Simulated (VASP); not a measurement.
# Y (Fm-3m) in VASP: single point with r2SCAN0

Aim: the single point of Y with r2SCAN0.

All numbers are computed with VASP 6.6.1; they aren't measurements. Logs are shortened: lines on timing, memory, paths and dates and some standing lists are left out, and cuts for length are marked.

**1. The cell of the first run**

It takes space group Fm-3m (No. 225, cubic). The conventional cell has a = 5.108 Å, b = 5.108 Å, c = 5.108 Å, α = 90.00°, β = 90.00°, γ = 90.00°. Within 4.7 Å of Y (site symmetry m-3m) lie 12 Y at 3.61 Å.

This isn't the form of Y at room conditions, which is hcp.

**2. Single point, r2SCAN0**

Contents of POSCAR:

```
Y
1.0
    0.0000000000      2.5538707880      2.5538707880
    2.5538707880      0.0000000000      2.5538707880
    2.5538707880      2.5538707880      0.0000000000
Y
1
Direct
    0.0000000000      0.0000000000      0.0000000000
```

Contents of INCAR.step1:

```
SYSTEM = Y
ALGO     = Normal         ! electronic algorithm
EDIFF    = 1E-5           ! SCF threshold, eV
ENCUT    = 520            ! plane-wave cutoff, eV
GGA      = PE             ! functional
ISIF     = 2              ! what is computed and relaxed
ISMEAR   = -1             ! smearing method
LASPH    = .TRUE.         ! aspherical terms in the spheres
LREAL    = .FALSE.        ! projectors in reciprocal space
LWAVE    = .TRUE.         ! write WAVECAR
NBANDS   = 12             ! bands
NELM     = 80             ! most SCF steps
PREC     = Accurate       ! precision mode
SIGMA    = 0.1            ! smearing width, eV
```

Contents of INCAR.step2:

```
SYSTEM = Y
AEXX     = 0.25           ! exact-exchange fraction
ALGO     = Normal         ! electronic algorithm
EDIFF    = 1E-6           ! SCF threshold, eV
ENCUT    = 520            ! plane-wave cutoff, eV
ISIF     = 2              ! what is computed and relaxed
ISMEAR   = -1             ! smearing method
ISTART   = 1            
LASPH    = .TRUE.         ! aspherical terms in the spheres
LCHARG   = .TRUE.         ! write CHGCAR
LELF     = .TRUE.         ! ELF
LHFCALC  = .TRUE.         ! exact exchange
LMIXTAU  = .TRUE.       
LREAL    = .FALSE.        ! projectors in reciprocal space
LVHAR    = .TRUE.       
LWAVE    = .FALSE.        ! write WAVECAR
METAGGA  = R2SCAN         ! meta-GGA
NBANDS   = 12             ! bands
NELM     = 80             ! most SCF steps
PREC     = Accurate       ! precision mode
PRECFOCK = Normal       
SIGMA    = 0.1            ! smearing width, eV
```

Contents of KPOINTS:

```
k-points
0
G
  6 6 6
  0 0 0
```

Potentials or basis: VASP PAW PBE potentials, release 64 (Y_sv).

The run is started by

```
cat potpaw_PBE.64/Y_sv/POTCAR > POTCAR
cp INCAR.step1 INCAR
mpirun -np 1 vasp_std > vasp.out
cp INCAR.step2 INCAR
mpirun -np 1 vasp_std > vasp.out
```

OUTCAR:

```text
SYSTEM = Y
   AEXX = 0.25
   EDIFF = 1E-6
   ENCUT = 520
   ISIF = 2
   ISMEAR = -1
   ISTART = 1
   LASPH = .TRUE.
   LHFCALC = .TRUE.
   LREAL = .FALSE.
   METAGGA = R2SCAN
   NELM = 80
   PREC = Accurate
   PRECFOCK = Normal

 ion  position               nearest neighbor table
   1  0.000  0.000  0.000-

  LATTYP: Found a face centered cubic cell.
 ALAT       =     5.1077415760

  Lattice vectors:

 A1 = (   0.0000000000,   2.5538707880,   2.5538707880)
 A2 = (   2.5538707880,   0.0000000000,   2.5538707880)
 A3 = (   2.5538707880,   2.5538707880,   0.0000000000)

Analysis of symmetry for initial positions (statically):
=====================================================================
 Subroutine PRICEL returns:
 Original cell was already a primitive cell.

 Routine SETGRP: Setting up the symmetry group for a
 face centered cubic supercell.

 Subroutine GETGRP returns: Found 48 space group operations
 (whereof 48 operations were pure point group operations)
 out of a pool of 48 trial point group operations.

The static configuration has the point symmetry O_h .

Analysis of symmetry for dynamics (positions and initial velocities):
=====================================================================
 Subroutine PRICEL returns:
 Original cell was already a primitive cell.

 Routine SETGRP: Setting up the symmetry group for a
 face centered cubic supercell.

 Subroutine GETGRP returns: Found 48 space group operations
 (whereof 48 operations were pure point group operations)
 out of a pool of 48 trial point group operations.

The dynamic configuration has the point symmetry O_h .

 Subroutine INISYM returns: Found 48 space group operations
 (whereof 48 operations are pure point group operations),
 and found     1 'primitive' translations

----------------------------------------------------------------------------------------

                                     Primitive cell

  volume of cell :      33.3140

  direct lattice vectors                    reciprocal lattice vectors
     0.000000000  2.553870788  2.553870788    -0.195781244  0.195781244  0.195781244
     2.553870788  0.000000000  2.553870788     0.195781244 -0.195781244  0.195781244
     2.553870788  2.553870788  0.000000000     0.195781244  0.195781244 -0.195781244

  length of vectors
     3.611718705  3.611718705  3.611718705     0.339103062  0.339103062  0.339103062

  position of ions in fractional coordinates (direct lattice)
     0.000000000  0.000000000  0.000000000

  ion indices of the primitive-cell ions
   primitive index   ion index
                 1           1

----------------------------------------------------------------------------------------

 KPOINTS: k-points

Automatic generation of k-mesh.
 Grid dimensions read from file:
 generate k-points for:    6    6    6

 Generating k-lattice:

  Cartesian coordinates                     Fractional coordinates (reciprocal lattice)
    -0.032630207  0.032630207  0.032630207     0.166666667  0.000000000  0.000000000
     0.032630207 -0.032630207  0.032630207     0.000000000  0.166666667  0.000000000
     0.032630207  0.032630207 -0.032630207     0.000000000  0.000000000  0.166666667

  Length of vectors
     0.056517177  0.056517177  0.056517177

  Shift w.r.t. Gamma in fractional coordinates (k-lattice)
     0.000000000  0.000000000  0.000000000

 Subroutine IBZKPT returns following result:
 ===========================================

 Found     16 irreducible k-points:

 Following reciprocal coordinates:
            Coordinates               Weight
  0.000000  0.000000  0.000000      1.000000
  0.166667  0.000000  0.000000      8.000000
  0.333333  0.000000  0.000000      8.000000
  0.500000  0.000000  0.000000      4.000000
  0.166667  0.166667  0.000000      6.000000
  0.333333  0.166667  0.000000     24.000000
[... 8 lines left out ...]
 -0.333333  0.333333  0.166667     24.000000
 -0.333333  0.500000  0.166667     12.000000
   k-points           NKPTS =     16   k-points in BZ     NKDIM =    216   number of bands    NBANDS=     12
   number of dos      NEDOS =    301   number of ions     NIONS =      1
   total plane-waves  NPLWV =  21952
   dimension x,y,z NGX =    28 NGY =   28 NGZ =   28
   dimension x,y,z NGXF=    56 NGYF=   56 NGZF=   56
   ions per type =               1
   NGX,Y,Z   is equivalent  to a cutoff of  12.89, 12.89, 12.89 a.u.
   NGXF,Y,Z  is equivalent  to a cutoff of  25.78, 25.78, 25.78 a.u.
 SYSTEM =  Y
   PREC   = accura    normal or accurate (medium, high low for compatibility)
   ISTART =      1    job   : 0-new  1-cont  2-samecut
   ICHARG =      0    charge: 1-file 2-atom 10-const
   ISPIN  =      1    spin polarized calculation?
   LNONCOLLINEAR =      F non collinear calculations
   LSORBIT =      F    spin-orbit coupling
   LASPH  =      T    aspherical Exc in radial PAW
   ENCUT  =  520.0 eV  38.22 Ry    6.18 a.u.   6.72  6.72  6.72*2*pi/ulx,y,z
   NELM   =     80;   NELMIN=  2; NELMDL=  0     # of ELM steps
   EDIFF  = 0.1E-05   stopping-criterion for ELM
   LREAL  =      F    real-space projection
   EDIFFG = 0.1E-04   stopping-criterion for IOM
   NSW    =      0    number of steps for IOM
   IBRION =     -1    ionic relax: 0-MD 1-quasi-New 2-CG
   NFREE  =      0    steps in history (QN), initial steepest desc. (CG)
   ISIF   =      2    stress and relaxation
   ISYM   =      3    0-nonsym 1-usesym 2-fastsym
   POTIM  = 0.5000    time-step for ionic-motion
   TEBEG  =    0.0;   TEEND  =   0.0 temperature during run
   PSTRESS=    0.0 pullay stress
   NELECT =      11.0000    total number of electrons
   NUPDOWN=      -1.0000    fix difference up-down
   EMIN   =  10.00;   EMAX   =-10.00  energy-range for DOS
   EFERMI =   0.00;   METHOD = LEGACY
   ISMEAR =    -1;   SIGMA  =   0.10  broadening in eV -4-tet -1-fermi 0-gaus
   EFERMI_NEDOS =   21; number of points for ismear=-14 and -15
   IALGO  =     38    algorithm
   IMIX   =      1    mixing-type and parameters
     AMIX     =   0.40;   BMIX     =  1.00
     AMIX_MAG =   1.60;   BMIX_MAG =  1.00
  volume/ion in A,a.u.               =      33.31       224.81
  Fermi-wavevector in a.u.,A,eV,Ry     =   1.131523  2.138269 17.420149  1.280345
  Thomas-Fermi vector in A             =   2.268222
   LORBIT       =      0    0 simple, 1 ext, 2 COOP (PROOUT), +10 PAW based schemes
   METAGGA = R2SCAN    functional components
   LHFCALC =     T    Hartree Fock is set to
   PRECFOCK=normal    Normal, Fast or Accurate (Low or Medium for compatibility)
   ENCUT4O =  -1.0   cutoff for four orbital integrals eV
   NKREDX  =     1    reduce k-point grid by
   NKREDY  =     1    reduce k-point grid by
   NKREDZ  =     1    reduce k-point grid by
   AEXX    =    0.2500 exact exchange contribution
   HFSCREEN=    0.0000 screening length (either q_TF or 0.3 A-1)
   HFSCREENC=   0.0000 screening length for correlation (either q_TF or 0.3 A-1)
   ENCUTFOCK=  -1.0 apply spherical cutoff to Coloumb kernel
   IVDW    =     0    specifies the selected vdW correction
   LEPSILON=     F    determine dielectric tensor
   LRPA    =     F    only Hartree local field effects (RPA)
 non-spin polarized calculation
  energy-cutoff  :      520.00
  volume of cell :       33.31
 maximum number of plane-waves:       934
  NGX = 24; NGY = 24; NGZ = 24

 number of electron      11.0000001 magnetization

 Free energy of the ion-electron system (eV)
  ---------------------------------------------------
  ext. energy  EPLUGINS =         0.00000000
  ---------------------------------------------------
  free energy    TOTEN  =       -18.53452128 eV

  energy without entropy =      -18.52281081  energy(sigma->0) =      -18.52866604

 E-fermi :   3.1698     XC(G=0):  -7.8064

 val. band max:        2.6520133575   @ k =   0.3333   0.3333   0.0000
 cond. band min:       3.3746820430   @ k =   0.5000   0.0000   0.0000
 fundamental gap:      0.7226686855
 Fermi energy:         3.1698327605

 k-point     1 :       0.0000    0.0000    0.0000
  band No.  band energies     occupation
      1     -44.5126      2.00000
      2     -22.3661      2.00000
      3     -22.3661      2.00000
      4     -22.3661      2.00000
      5      -3.2082      2.00000
      6       5.9556      0.00000
      7       5.9556      0.00000
      8       5.9556      0.00000
      9       8.1654      0.00000
     10       8.1654      0.00000
     11      13.1753      0.00000
     12      16.5957      0.00000

 k-point     2 :       0.1667    0.0000    0.0000
  band No.  band energies     occupation
      1     -44.4953      2.00000
      2     -22.5252      2.00000
      3     -22.3853      2.00000
      4     -22.3853      2.00000
      5      -2.4444      2.00000
      6       5.1376      0.00000
      7       6.2001      0.00000
      8       6.2001      0.00000
      9       7.9076      0.00000
     10       7.9076      0.00000
     11      14.2050      0.00000
     12      15.0738      0.00000

 k-point     3 :       0.3333    0.0000    0.0000
  band No.  band energies     occupation
      1     -44.4607      2.00000
      2     -22.8279      2.00000
      3     -22.4235      2.00000
      4     -22.4235      2.00000
      5      -0.6486      2.00000
      6       3.9460      0.00085
      7       5.9947      0.00000
      8       5.9947      0.00000
      9       8.6678      0.00000
     10       8.6678      0.00000
     11      12.5650      0.00000
     12      14.9357      0.00000
[... 166 lines left out ...]
 k-point    15 :      -0.3333    0.3333    0.1667
  band No.  band energies     occupation
      1     -44.4268      2.00000
      2     -22.8310      2.00000
      3     -22.6777      2.00000
      4     -22.5277      2.00000
      5       2.0550      1.99997
      6       2.2715      1.99975
      7       4.0686      0.00025
      8       6.8453      0.00000
      9       9.1358      0.00000
     10      10.9735      0.00000
     11      11.2430      0.00000
     12      14.3271      0.00000

 k-point    16 :      -0.3333    0.5000    0.1667
  band No.  band energies     occupation
      1     -44.4213      2.00000
      2     -22.8396      2.00000
      3     -22.6650      2.00000
      4     -22.5830      2.00000
      5       1.4500      2.00000
      6       2.4710      1.99816
      7       4.3825      0.00001
      8       7.3052      0.00000
      9      10.1045      0.00000
     10      11.0423      0.00000
     11      11.8150      0.00000
     12      11.9069      0.00000

------------------------ aborting loop because EDIFF is reached ----------------------------------------

  FORCE on cell =-STRESS in cart. coord.  units (eV):
  Direction    XX          YY          ZZ          XY          YZ          ZX
  --------------------------------------------------------------------------------------
  -------------------------------------------------------------------------------------
  Total        0.2420787      0.2420787      0.2420787     -0.0000000     -0.0000000     -0.0000000
  in kB       11.6423437     11.6423437     11.6423437     -0.0000000     -0.0000000     -0.0000000
  external PRESSURE =      11.6423437 kB  Pullay stress =       0.0000000 kB

 VOLUME and BASIS-vectors are now :
 -----------------------------------------------------------------------------
  energy-cutoff  :      520.00
  volume of cell :       33.31
      direct lattice vectors                 reciprocal lattice vectors
     0.000000000  2.553870788  2.553870788    -0.195781244  0.195781244  0.195781244
     2.553870788  0.000000000  2.553870788     0.195781244 -0.195781244  0.195781244
     2.553870788  2.553870788  0.000000000     0.195781244  0.195781244 -0.195781244

 POSITION                                       TOTAL-FORCE (eV/Angst)
 -----------------------------------------------------------------------------------
      0.00000      0.00000      0.00000         0.000000      0.000000      0.000000
 -----------------------------------------------------------------------------------
    total drift:                                0.000000     -0.000000     -0.000000

  FREE ENERGIE OF THE ION-ELECTRON SYSTEM (eV)
  ---------------------------------------------------
  free  energy   TOTEN  =       -18.5345212787 eV

  energy  without entropy=      -18.5228108096  energy(sigma->0) =      -18.52866604
```

Run time: 36 min. Hardware: 1 thread of Intel Xeon Platinum 8375C at 2.90GHz (Ice Lake), shared host; peak memory 0.19 GiB.

Results:

* Free energy: -18.5345 eV
* Pressure: 1.2 GPa
* Band gap on the k mesh: zero (an odd number of electrons rules out a gap without spin polarisation)

Caveat: the PAW data sets were made with another functional, which shifts forces and pressure a little.
